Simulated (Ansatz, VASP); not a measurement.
## One calculation of Te2Pd3Ru, two programs

The input INCAR:

```
PREC = Accurate ; ENCUT = 600
EDIFF = 1E-7 ; ISMEAR = 0
SIGMA = 0.1 ; LREAL = F
LASPH = T ; NELM = 80
ALGO = Fast ; ISIF = 3
LWAVE = F ; LCHARG = F
GGA = PE ; IBRION = 2
NSW = 90 ; EDIFFG = -0.04
```

File KPOINTS:

```
Automatic mesh
0
Gamma
  6 6 4
```

Contents of POSCAR:

```
Te2Pd3Ru
1.0
    4.6326625326      0.0000000000      0.0000000000
   -2.3163312663      4.0120034404      0.0000000000
    0.0000000000      0.0000000000      5.7811437175
Te Ru Pd
2 1 3
Direct
    0.3333333333      0.6666666667      0.7409153725
    0.6666666667      0.3333333333      0.2590846275
    0.0000000000      0.0000000000      0.0000000000
    0.3333333333      0.6666666667      0.2112292065
    0.6666666667      0.3333333333      0.7887707935
    0.0000000000      0.0000000000      0.5000000000
```

Input for Ansatz:

```yaml
crystal:
  lattice:
    - [4.6326625326, 0.0, 0.0]
    - [-2.3163312663, 4.0120034404, 0.0]
    - [0.0, 0.0, 5.7811437175]
  atoms:
    - { symbol: Te, position: [0.3333333333, 0.6666666667, 0.7409153725] }
    - { symbol: Te, position: [0.6666666667, 0.3333333333, 0.2590846275] }
    - { symbol: Ru, position: [0.0, 0.0, 0.0] }
    - { symbol: Pd, position: [0.3333333333, 0.6666666667, 0.2112292065] }
    - { symbol: Pd, position: [0.6666666667, 0.3333333333, 0.7887707935] }
    - { symbol: Pd, position: [0.0, 0.0, 0.5] }
basis:
  ecutwfc: 420
kpoints:
  mp_grid: { grid: [6, 6, 4] }
hamiltonian:
  xc: pbe
scf:
  occupations: { method: gaussian, width: 0.1 }
  lower_state_search: "off"
output:
  forces: true
  stress: true
  eigenvalues: true
relax:
  adjacent_minimum: "off"
  f_tol: 0.04
  max_steps: 70
  cell: { stress_tol: 0.4 }
```

Change from the starting cell: species swapped into the InSn2Te3 type (P-3m1, No. 164).

Alike in both runs: task relaxation of cell and atoms; functional PBE; k mesh 6 × 6 × 4; occupations gaussian, width 0.1 eV; no spin polarisation.

|  | VASP | Ansatz |
| --- | --- | --- |
| version | VASP 6.6.1 | Ansatz 0.2.0 |
| potentials or method | VASP PAW PBE potentials, release 64 (Te, Ru_pv, Pd), cutoff 600 eV | scalar-relativistic, plane waves, PAW |
| valence electrons in the cell | 56 | 102 |

|  | VASP | Ansatz | Ansatz less VASP |
| --- | --- | --- | --- |
| gap on the k mesh at the Fermi level, each at its own relaxed structure (eV) | none | none | - |
| relaxed volume (Å³/atom) | 17.94 | 18.01 | +0.073 |
| relaxed cell length with the largest relative difference (Å) | 4.596 | 4.602 | +0.0066 |

A gap of «none» marks a metal or a gap that the smearing closes. VASP's potentials hold 56 valence electrons a cell and Ansatz's 102, so a difference there can come from the potentials and not from the codes.

Spin-orbit coupling is off throughout.
